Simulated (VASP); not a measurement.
Runs of VASP 6.6.1 on Cs. The structure is that of space group Im-3m (No. 229), or close to it. The cells are those of the table. 

```csv
task,level,spin,cell,k mesh,cutoff (eV),smearing,gap on the mesh (eV),pressure (GPa),moment (μB)
single point,PBEsol+D3(BJ),off,"a = 5.419 Å, angles 109.5°, 1 atom",6 × 6 × 6,520,gaussian 0.15 eV,none,-0.3,-
single point,PBEsol,"non-collinear, zero start, SOC","a = 5.419 Å, angles 109.5°, 1 atom",5 × 5 × 5,520,methfessel-paxton 0.1 eV,-,-0.2,0.00
single point,PBEsol+D3(BJ),off,"a = 5.419 Å, angles 109.5°, 1 atom",6 × 6 × 6,500,gaussian 0.15 eV,none,-0.3,-
single point,PBE,off,"a = 3.343 Å, angles 109.5°, 1 atom",6 × 6 × 6,520,fermi-dirac 0.05 eV,none,21.0,-
single point,"pbe exchange, lda correlation","non-collinear, typed start, SOC","a = 5.419 Å, angles 109.5°, 1 atom",4 × 4 × 4,500,fermi-dirac 0.15 eV,-,0.1,0.00
single point,"pbesol exchange, pbe correlation",off,"a = 5.490 Å, angles 109.5°, 1 atom",6 × 6 × 6,500,tetrahedron,none,-0.2,-
relaxation of cell and atoms,PBEsol,off,"relaxed to 20 GPa from a = 5.419 Å, angles 109.5°, 1 atom",6 × 6 × 6,600,fermi-dirac 0.05 eV,none,20.0,-
single point,PBE,off,"a = 3.223 Å, angles 109.5°, 1 atom",6 × 6 × 6,520,fermi-dirac 0.05 eV,none,(a),-
single point,"pbesol exchange, pbe correlation",off,"a = 5.525 Å, angles 109.5°, 1 atom",6 × 6 × 6,500,tetrahedron,none,-0.2,-
relaxation of cell and atoms,PBE,off,"relaxed from a = 5.419 Å, angles 109.5°, 1 atom",6 × 6 × 6,600,fermi-dirac 0.05 eV,none,0.0,-
relaxation of cell and atoms,PBEsol,off,"relaxed to 2 GPa from a = 5.419 Å, angles 109.5°, 1 atom",6 × 6 × 6,600,fermi-dirac 0.05 eV,none,2.0,-
```

Alike in all rows: potentials or basis VASP PAW PBE potentials, release 64 (Cs_sv).

Task: Estimate the missing entries.

Result: (a) 31.9.

Caveats: some runs use coarse meshes; spin-orbit coupling is left out, which moves the levels of the heavy elements (at least some runs); the PAW data sets were made with another functional, which shifts forces and pressure a little (at least some runs); three body term missing (at least some runs); tetrahedron occupations give inexact forces and stress in metals (at least some runs); the cell is relaxed towards a set pressure, so the run minimises the enthalpy, not the energy (at least some runs).

A k mesh can miss the band edges, and rows without SOC leave out spin-orbit coupling on Cs.

A gap of «none» marks levels without a gap at the run's occupations.
